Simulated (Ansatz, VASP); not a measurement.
# Two plane-wave programs on Co

The input INCAR:

```
ALGO = Normal
EDIFF = 1E-6
ENCUT = 520
GGA = PE
ISIF = 2
ISMEAR = 0
ISPIN = 2
LASPH = T
LCHARG = F
LMAXMIX = 4
LORBIT = 11
LREAL = F
LWAVE = F
MAGMOM = 1.99
NBANDS = 14
NELM = 150
PREC = Accurate
SIGMA = 0.1
```

The input KPOINTS:

```
k-points
0
Gamma
  20 20 20
```

Contents of POSCAR:

```
Co
1.0
   -1.4023200000      1.4023200000      1.4023200000
    1.4023200000     -1.4023200000      1.4023200000
    1.4023200000      1.4023200000     -1.4023200000
Co
1
Direct
    0.0000000000      0.0000000000      0.0000000000
```

Input for Ansatz:

```yaml
crystal:
  lattice:
    - [-1.40232, 1.40232, 1.40232]
    - [1.40232, -1.40232, 1.40232]
    - [1.40232, 1.40232, -1.40232]
  atoms:
    - { symbol: Co, position: [0.0, 0.0, 0.0], spin: 1.99 }
basis:
  ecutwfc: 420
kpoints:
  mp_grid: { grid: [20, 20, 20] }
hamiltonian:
  xc: pbe
scf:
  occupations: { method: gaussian, width: 0.1 }
output:
  forces: true
  stress: true
  eigenvalues: true
  populations: true
magnetization:
  spin_polarized: true
```

Alike in both runs: task single point; functional PBE; k mesh 20 × 20 × 20; occupations gaussian, width 0.1 eV; collinear spin.

```csv
,VASP,Ansatz
version,VASP 6.6.1,Ansatz 0.2.0
potentials or method,"VASP PAW PBE potentials, release 64 (Co), cutoff 520 eV","scalar-relativistic, plane waves, PAW"
valence electrons in the cell,9,17
```

VASP gave:

* gap on the k mesh at the Fermi level (eV): none
* pressure (GPa): 0.3
* net moment per atom (μB): 1.72
* size of the moment on the site where the two differ most (μB): 1.75

Problem. Which values does Ansatz return?

Solution. gap on the k mesh at the Fermi level (eV): none; pressure (GPa): 1.1; net moment per atom (μB): 1.74; size of the moment on the site where the two differ most (μB): 1.81.

Site moments also hang on the region over which each program counts them. A gap of «none» marks a metal or a gap that the smearing closes. VASP's potentials hold 9 valence electrons a cell and Ansatz's 17, so a difference there can come from the potentials and not from the codes.
